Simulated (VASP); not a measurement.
Wanted: the native input for a VASP 6.6.1 run.

```
Task                   : single point
Functional             : PBEsol
Potentials or basis    : VASP PAW PBE potentials, release 64 (Cs_sv)
Cutoff                 : 520 eV
k mesh                 : 6 × 6 × 6
Occupations            : methfessel-paxton, width 0.1 eV
Spin                   : no spin polarisation
Dipole correction      : no
Further INCAR settings : ALGO = Normal; EDIFF = 1e-06; NBANDS = 10
```

The structure of Cs lies in POSCAR:

```
Cs
1.0
   -3.0335000000      3.0335000000      3.0335000000
    3.0335000000     -3.0335000000      3.0335000000
    3.0335000000      3.0335000000     -3.0335000000
Cs
1
Direct
    0.0000000000      0.0000000000      0.0000000000
```

One way to write it, as run:

INCAR

```
PREC = Accurate
ENCUT = 520
EDIFF = 1E-6
ISMEAR = 1
SIGMA = 0.1
LREAL = False
LASPH = True
NELM = 60
ALGO = Normal
ISIF = 2
LWAVE = False
LCHARG = False
GGA = PS
NBANDS = 10
```

KPOINTS

```
Automatic mesh
0
Gamma
  6 6 6
```

Potentials or basis: VASP PAW PBE potentials, release 64 (Cs_sv).

Command:

```console
$ cat potpaw_PBE.64/Cs_sv/POTCAR > POTCAR
$ mpirun -np 1 vasp_std > vasp.out
```

Results of the run:

```json
{
 "Pressure": "0.0 GPa",
 "Band gap on the k mesh": "zero (an odd number of electrons rules out a gap without spin polarisation)"
}
```

Caveat: the PAW data sets were made with another functional, which shifts forces and pressure a little; spin-orbit coupling is left out, which moves the levels of the heavy elements.

It took 9 s on 1 thread of Intel(R) Xeon(R) 6975P-C (Granite Rapids), on a shared host, peak memory 0.23 GiB.
